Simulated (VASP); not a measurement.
A run of VASP 6.6.1:

The input INCAR:

```
SYSTEM = In2TeS
PREC = Accurate
ENCUT = 520
EDIFF = 1E-7
ISMEAR = 0
SIGMA = 0.1
LREAL = .FALSE.
LASPH = .TRUE.
NELM = 60
ALGO = Normal
ISIF = 2
LWAVE = .FALSE.
LCHARG = .TRUE.
GGA = PE
LELF = .TRUE.
LVHAR = .TRUE.
NBANDS = 27
```

KPOINTS

```
Automatic mesh
0
G
  6 6 2
  0 0 0
```

The input POSCAR:

```
In2TeS
1.0
    3.9525546900      0.0000000000      0.0000000000
   -1.9762773400      3.4230127700      0.0000000000
    0.0000000000      0.0000000000      8.3141527800
In Te S
2 1 1
Direct
    0.6666666700      0.3333333300      0.2560527100
    0.6666666700      0.3333333300      0.7439472900
    0.0000000000      0.0000000000      0.0000000000
    0.6666666700      0.3333333300      0.0000000000
```

Potentials or basis: VASP PAW PBE potentials, release 64 (In_d, Te, S).

Command:

```console
$ cat potpaw_PBE.64/In_d/POTCAR potpaw_PBE.64/Te/POTCAR potpaw_PBE.64/S/POTCAR > POTCAR
$ mpirun -np 1 vasp_std > vasp.out
```

Hardware: 1 thread of Intel(R) Xeon(R) Platinum 8488C (Sapphire Rapids) (shared host).

**Question.** Estimate the wall time of this run.

**Answer.** It took 63 s on 1 thread of Intel(R) Xeon(R) Platinum 8488C (Sapphire Rapids), on a shared host, peak memory 0.24 GiB. Counts: scf iterations 16, k points 14.
